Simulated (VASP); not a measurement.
# PtS2 (P1) in VASP: notebook

PtS2 is run at these levels: PBEsol; tasks: single point.

Program: VASP 6.6.1. These are calculated values, not measurements. Logs are shortened: lines on timing, memory, paths and dates and some standing lists are left out, and cuts for length are marked.

### Step 1. The cell of the first run

The typed cell holds 3 atoms: a = 3.543 Å, b = 3.543 Å, c = 5.039 Å, α = 90.00°, β = 90.00°, γ = 120.00°.

### Step 2. Single point, PBEsol (atom 2 (S) moved by (+0.300, -0.300) A along [1 1 0] and z)

Input file INCAR:

```
ALGO = Normal
EDIFF = 1E-6
ENCUT = 520
GGA = PS
ISIF = 2
ISMEAR = 0
LASPH = T
LCHARG = T
LELF = T
LREAL = F
LVHAR = T
LWAVE = F
NBANDS = 18
NELM = 60
PREC = Accurate
SIGMA = 0.05
```

Input file KPOINTS:

```
k-points
0
Gamma
  12 12 8
```

Input file POSCAR:

```
PtS2
1.0
    3.5431994758      0.0000000000      0.0000000000
   -1.7715997379      3.0685007567      0.0000000000
    0.0000000000      0.0000000000      5.0388000000
Pt S
1 2
Direct
    0.0000000000      0.0000000000      0.0000000000
    0.4277695974      0.7357988101      0.1904620148
    0.6666666667      0.3333333333      0.7500000000
```

Potentials or basis: VASP PAW PBE potentials, release 64 (Pt, S).

Run with:

```console
cat potpaw_PBE.64/Pt/POTCAR potpaw_PBE.64/S/POTCAR > POTCAR
mpirun -np 1 vasp_std > vasp.out
```

OUTCAR:

```text
EDIFF = 1E-6
   ENCUT = 520
   GGA = PS
   ISIF = 2
   ISMEAR = 0
   LASPH = T
   LREAL = F
   NELM = 60
   PREC = Accurate

 ion  position               nearest neighbor table
   1  0.000  0.000  0.000-   2 2.00   2 2.35   3 2.40   3 2.40   3 2.40   2 2.46
   2  0.428  0.736  0.190-   1 2.00   1 2.35   1 2.46
   3  0.667  0.333  0.750-   1 2.40   1 2.40   1 2.40

  LATTYP: Found a hexagonal cell.
 ALAT       =     3.5431994758
 C/A-ratio  =     1.4221045229

  Lattice vectors:

 A1 = (   3.5431994758,   0.0000000000,   0.0000000000)
 A2 = (  -1.7715997379,   3.0685007567,   0.0000000000)
 A3 = (   0.0000000000,   0.0000000000,   5.0388000000)

Analysis of symmetry for initial positions (statically):
=====================================================================
 Subroutine PRICEL returns:
 Original cell was already a primitive cell.

 Routine SETGRP: Setting up the symmetry group for a
 hexagonal supercell.

 Subroutine GETGRP returns: Found  1 space group operations
 (whereof  1 operations were pure point group operations)
 out of a pool of 24 trial point group operations.

The static configuration has the point symmetry C_1 .

Analysis of symmetry for dynamics (positions and initial velocities):
=====================================================================
 Subroutine PRICEL returns:
 Original cell was already a primitive cell.

 Routine SETGRP: Setting up the symmetry group for a
 hexagonal supercell.

 Subroutine GETGRP returns: Found  1 space group operations
 (whereof  1 operations were pure point group operations)
 out of a pool of 24 trial point group operations.

The dynamic configuration has the point symmetry C_1 .

 Subroutine INISYM returns: Found  1 space group operations
 (whereof  1 operations are pure point group operations),
 and found     1 'primitive' translations

----------------------------------------------------------------------------------------

                                     Primitive cell

  volume of cell :      54.7834

  direct lattice vectors                    reciprocal lattice vectors
[... 78 lines left out ...]
   NGXF,Y,Z  is equivalent  to a cutoff of  26.28, 26.28, 26.39 a.u.
 SYSTEM =  unknown system
   PREC   = accura    normal or accurate (medium, high low for compatibility)
   ISTART =      0    job   : 0-new  1-cont  2-samecut
   ICHARG =      2    charge: 1-file 2-atom 10-const
   ISPIN  =      1    spin polarized calculation?
   LNONCOLLINEAR =      F non collinear calculations
   LSORBIT =      F    spin-orbit coupling
   LASPH  =      T    aspherical Exc in radial PAW
   ENCUT  =  520.0 eV  38.22 Ry    6.18 a.u.   6.59  6.59  9.37*2*pi/ulx,y,z
   NELM   =     60;   NELMIN=  2; NELMDL= -5     # of ELM steps
   EDIFF  = 0.1E-05   stopping-criterion for ELM
   LREAL  =      F    real-space projection
   EDIFFG = 0.1E-04   stopping-criterion for IOM
   NSW    =      0    number of steps for IOM
   IBRION =     -1    ionic relax: 0-MD 1-quasi-New 2-CG
   NFREE  =      0    steps in history (QN), initial steepest desc. (CG)
   ISIF   =      2    stress and relaxation
   ISYM   =      2    0-nonsym 1-usesym 2-fastsym
   POTIM  = 0.5000    time-step for ionic-motion
   TEBEG  =    0.0;   TEEND  =   0.0 temperature during run
   PSTRESS=    0.0 pullay stress
   NELECT =      22.0000    total number of electrons
   NUPDOWN=      -1.0000    fix difference up-down
   EMIN   =  10.00;   EMAX   =-10.00  energy-range for DOS
   EFERMI =   0.00;   METHOD = LEGACY
   ISMEAR =     0;   SIGMA  =   0.05  broadening in eV -4-tet -1-fermi 0-gaus
   EFERMI_NEDOS =   21; number of points for ismear=-14 and -15
   IALGO  =     38    algorithm
   IMIX   =      4    mixing-type and parameters
     AMIX     =   0.40;   BMIX     =  1.00
     AMIX_MAG =   1.60;   BMIX_MAG =  1.00
  volume/ion in A,a.u.               =      18.26       123.23
  Fermi-wavevector in a.u.,A,eV,Ry     =   1.207812  2.282434 19.848319  1.458810
  Thomas-Fermi vector in A             =   2.343439
   LORBIT       =      0    0 simple, 1 ext, 2 COOP (PROOUT), +10 PAW based schemes
   GGA     = PS    functional components
   LHFCALC =     F    Hartree Fock is set to
   AEXX    =    0.0000 exact exchange contribution
   IVDW    =     0    specifies the selected vdW correction
   LEPSILON=     F    determine dielectric tensor
   LRPA    =     F    only Hartree local field effects (RPA)
 non-spin polarized calculation
 Gauss-broadening in eV      SIGMA  =   0.05
  energy-cutoff  :      520.00
  volume of cell :       54.78
 maximum number of plane-waves:      1507
   NGX = 13   NGY = 13   NGZ = 19

 number of electron      22.0000001 magnetization

 Free energy of the ion-electron system (eV)
  ---------------------------------------------------
  ext. energy  EPLUGINS =         0.00000000
  ---------------------------------------------------
  free energy    TOTEN  =       -15.73158649 eV

  energy without entropy =      -15.73158649  energy(sigma->0) =      -15.73158649

 E-fermi :   7.1221     XC(G=0): -10.7254

 val. band max:        6.9412457050   @ k =  -0.1667   0.0000   0.1250
 cond. band min:       7.2991390341   @ k =   0.3333   0.3333   0.0000
 fundamental gap:      0.3578933291
 Fermi energy:         7.1221211880

 k-point     1 :       0.0000    0.0000    0.0000
  band No.  band energies     occupation
      1      -9.2736      2.00000
      2      -5.7217      2.00000
      3      -1.0060      2.00000
      4      -0.6791      2.00000
      5      -0.3854      2.00000
      6       2.2635      2.00000
[... 481 lines left out ...]
      5       0.1185      2.00000
      6       1.8369      2.00000
[... 10 lines left out ...]
     17      16.3330      0.00000
     18      16.5701      0.00000

 [... further k-points ...]
[... 5 lines left out ...]
  --------------------------------------------------------------------------------------
  -------------------------------------------------------------------------------------
  Total        9.6494922      3.3500461      4.7331340      3.7851259     -3.8066767     -5.5955887
  in kB      282.2058951     97.9743547    138.4236907    110.6985564   -111.3288231   -163.6467590
  external PRESSURE =     172.8679801 kB  Pullay stress =       0.0000000 kB

 VOLUME and BASIS-vectors are now :
 -----------------------------------------------------------------------------
  energy-cutoff  :      520.00
  volume of cell :       54.78
      direct lattice vectors                 reciprocal lattice vectors
     3.543199476  0.000000000  0.000000000     0.282230794  0.162946025  0.000000000
    -1.771599738  3.068500757  0.000000000     0.000000000  0.325892049  0.000000000
     0.000000000  0.000000000  5.038800000     0.000000000  0.000000000  0.198459951

 POSITION                                       TOTAL-FORCE (eV/Angst)
 -----------------------------------------------------------------------------------
      0.00000      0.00000      0.00000         4.997810      3.329031     -4.812948
      0.21213      2.25780      0.95970        -5.398772     -3.671882      4.988975
      1.77160      1.02283      3.77910         0.400963      0.342852     -0.176027
 -----------------------------------------------------------------------------------
    total drift:                               -0.000027     -0.000146      0.000236

  FREE ENERGIE OF THE ION-ELECTRON SYSTEM (eV)
  ---------------------------------------------------
  free  energy   TOTEN  =       -15.7315864866 eV

  energy  without entropy=      -15.7315864863  energy(sigma->0) =      -15.73158649
```

It took 8.5 min on 1 thread of Oxide Virtual Turin-like, shared host; peak memory 0.58 GiB.

Results:

```
Free energy            : -15.7316 eV
Pressure               : 17.3 GPa
Largest force          : 8.217 eV/Å
Band gap on the k mesh : 0.36 eV (least direct gap 0.61 eV)
```

Forces in eV/Å, atoms in the order of the input:
```
Pt   4.998  3.329 -4.813
S   -5.399 -3.672  4.989
S    0.401  0.343 -0.176
```

Levels at points of the mesh, in eV from the valence-band top:
| k point | band 8 | band 9 | band 10 | band 11 | band 12 | band 13 | band 14 | band 15 |
| --- | --- | --- | --- | --- | --- | --- | --- | --- |
| (0.00, 0.00, 0.00) | -2.28 | -1.52 | -0.82 | -0.39 | 1.92 | 2.70 | 4.54 | 5.53 |
| (0.50, 0.00, 0.00) | -3.86 | -3.70 | -3.56 | -2.36 | 1.68 | 2.08 | 4.83 | 6.24 |
| (0.00, 0.50, 0.00) | -3.49 | -3.36 | -3.17 | -1.97 | 1.15 | 2.80 | 5.39 | 6.25 |
| (0.50, 0.50, 0.00) | -3.48 | -3.40 | -3.20 | -2.12 | 1.30 | 2.41 | 5.29 | 6.09 |
| (0.00, 0.00, 0.50) | -2.78 | -1.66 | -1.07 | -1.00 | 2.34 | 2.92 | 5.16 | 6.93 |
| (0.50, 0.00, 0.50) | -4.03 | -3.54 | -3.23 | -1.95 | 1.47 | 1.95 | 5.55 | 5.65 |
| (0.00, 0.50, 0.50) | -3.45 | -3.26 | -2.89 | -0.85 | 1.79 | 2.15 | 4.79 | 5.07 |
| (0.50, 0.50, 0.50) | -3.56 | -3.33 | -2.81 | -1.08 | 1.61 | 1.92 | 5.00 | 5.12 |

Caveat: the cell differs from its parent crystal (atom 2 (S) moved by (+0.300, -0.300) A along [1 1 0] and z); the stress differs along the axes, from 10 to 28 GPa; the PAW data sets were made with another functional, which shifts forces and pressure a little; spin-orbit coupling is left out, which moves the levels of the heavy elements.

### Step 3. Single point, PBEsol (atom 2 (S) moved by (+0.300, +0.000) A along [1 1 0] and z)

Input file INCAR:

```
SYSTEM = PtS2
PREC = Accurate ; ENCUT = 520
EDIFF = 1E-7 ; ISMEAR = 0
SIGMA = 0.05 ; LREAL = .FALSE.
LASPH = .TRUE. ; NELM = 80
ALGO = Normal ; ISIF = 2
LWAVE = .FALSE. ; LCHARG = .FALSE.
GGA = PS ; NBANDS = 18
```

Input file KPOINTS:

```
regular mesh
0
G
  12 12 8
  0 0 0
```

POSCAR, as its differences from that of step 2:

```diff
@@ -9,3 +9,3 @@
     0.0000000000      0.0000000000      0.0000000000
-    0.4277695974      0.7357988101      0.1904620148
+    0.4277695974      0.7357988101      0.2500000000
     0.6666666667      0.3333333333      0.7500000000
```

Potentials or basis: VASP PAW PBE potentials, release 64 (Pt, S).

Run with:

```console
cat potpaw_PBE.64/Pt/POTCAR potpaw_PBE.64/S/POTCAR > POTCAR
mpirun -np 1 vasp_std > vasp.out
```

Run time: 8.4 min. Hardware: 1 thread of Oxide Virtual Turin-like, shared host; peak memory 0.58 GiB.

The run converged. Its results:

| Item | Value |
| --- | --- |
| Free energy | -16.5266 eV |
| Pressure | 1.0 GPa |
| Largest force | 3.225 eV/Å |
| Band gap on the k mesh | 0.25 eV (least direct gap 0.39 eV) |

Forces on the atoms (eV/Å):
```
Pt   2.397  1.735 -0.948
S   -2.590 -1.853  0.511
S    0.193  0.117  0.437
```

Stress tensor (GPa, compression positive):
```
 5.04  4.67 -9.49
 4.67 -1.84 -6.58
-9.49 -6.58 -0.15
```

Levels at points of the mesh, in eV from the valence-band top:
| k point | band 9 | band 10 | band 11 | band 12 | band 13 | band 14 |
| --- | --- | --- | --- | --- | --- | --- |
| (0.00, 0.00, 0.00) | -1.19 | -0.60 | -0.06 | 1.31 | 2.13 | 4.44 |
| (0.50, 0.00, 0.00) | -3.22 | -2.92 | -2.48 | 1.74 | 2.09 | 4.84 |
| (0.00, 0.50, 0.00) | -3.03 | -2.82 | -2.35 | 0.85 | 2.46 | 5.63 |
| (0.50, 0.50, 0.00) | -3.08 | -2.91 | -2.29 | 1.08 | 2.13 | 5.53 |
| (0.00, 0.00, 0.50) | -1.61 | -1.18 | -1.03 | 2.09 | 2.49 | 5.44 |
| (0.50, 0.00, 0.50) | -2.91 | -2.47 | -1.81 | 1.05 | 1.99 | 5.43 |
| (0.00, 0.50, 0.50) | -2.76 | -2.40 | -1.12 | 1.35 | 2.21 | 4.50 |
| (0.50, 0.50, 0.50) | -2.83 | -2.27 | -1.21 | 1.05 | 2.19 | 4.70 |

Caveat: the cell differs from its parent crystal (atom 2 (S) moved by (+0.300, +0.000) A along [1 1 0] and z); the stress differs along the axes, from -2 to 5 GPa; the PAW data sets were made with another functional, which shifts forces and pressure a little; spin-orbit coupling is left out, which moves the levels of the heavy elements. A k mesh can miss the band edges.
